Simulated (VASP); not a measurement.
Runs of VASP 6.6.1 on TiO2. It takes space group R-3m (No. 166, trigonal). Conventional cell: a = 2.995 Å, b = 2.995 Å, c = 20.945 Å, α = 90.00°, β = 90.00°, γ = 120.00°. Ti (site symmetry -3m) has 6 O at 1.98 Å within 2.6 Å. Within 2.6 Å of O (site symmetry 3m) lie 3 Ti at 1.98 Å and 3 O at 2.60 Å. 

| k mesh | gap on the mesh (eV) | pressure (GPa) | largest force (eV/Å) |
| --- | --- | --- | --- |
| 4 × 4 × 4 | 2.65 | -3.8 | 0.40 |
| 6 × 6 × 6 | 2.65 | -3.9 | 0.39 |
| 5 × 5 × 5 | 2.72 | -3.9 | 0.40 |
| 3 × 3 × 3 | 2.77 | (a) | (b) |
| 7 × 7 × 7 | 2.63 | -3.9 | 0.39 |

Alike in all rows: task single point; level PBEsol; potentials or basis VASP PAW PBE potentials, release 64 (Ti_sv, O); no spin polarisation; cell as given; cutoff (eV) 520; smearing gaussian 0.01 eV.

Q: Fill in the values left out.

A: (a) -3.7; (b) 0.42.

Caveats: some runs use coarse meshes; the PAW data sets were made with another functional, which shifts forces and pressure a little.

A k mesh can miss the band edges.
